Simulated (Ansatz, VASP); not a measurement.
**H2CSO: VASP beside Ansatz**

```
CELL_PARAMETERS angstrom
7.98173 0.00000 0.00000
0.00000 7.98173 0.00000
0.00000 0.00000 7.98173
ATOMIC_POSITIONS crystal
O 0.86588 0.21924 0.11079
O 0.60545 0.01809 0.61153
O 0.34075 0.70635 0.40405
O 0.97647 0.25557 0.60291
O 0.25381 0.06778 0.80429
C 0.89487 0.35396 0.15922
C 0.58519 0.16137 0.58954
C 0.40115 0.77797 0.29208
C 0.05329 0.34699 0.68754
C 0.13854 0.97755 0.80293
S 0.93347 0.53488 0.22377
S 0.55632 0.35298 0.55954
S 0.48112 0.87421 0.14139
S 0.15401 0.46926 0.80204
S 0.98474 0.85658 0.80079
H 0.98731 0.89323 0.38285
H 0.98762 0.91824 0.29058
H 0.25547 0.19299 0.26922
H 0.18098 0.17921 0.32702
H 0.41112 0.42279 0.15903
H 0.48853 0.44865 0.10902
H 0.69114 0.72484 0.55691
H 0.72727 0.68352 0.47789
H 0.66074 0.63520 0.90592
H 0.66937 0.57708 0.83050
```

Alike in both runs: functional PBEsol; k mesh 1 × 1 × 1; occupations fermi-dirac, width 0.02 eV; no spin polarisation.

Ansatz relaxed the structure, and its values are those at the end. VASP's run is a single point on that final structure, the one shown.

```csv
,VASP,Ansatz
version,VASP 6.6.1,Ansatz 0.2.0
potentials or method,"VASP PAW PBE potentials, release 64 (O_h, C_h, S, H_h), cutoff 1000 eV","scalar-relativistic, plane waves, PAW"
valence electrons in the cell,90,90
```

Ansatz gave:

```
gap on the k mesh at the Fermi level (eV) : 4.86
rms of the force components (eV/Å)        : 0.055
```

Question: Estimate VASP's values.

Answer: gap on the k mesh at the Fermi level (eV): 4.88; rms of the force components (eV/Å): 0.132.

VASP's potentials were made for PBE, not for PBEsol. Ansatz's warnings: xc potential rough in thin density.
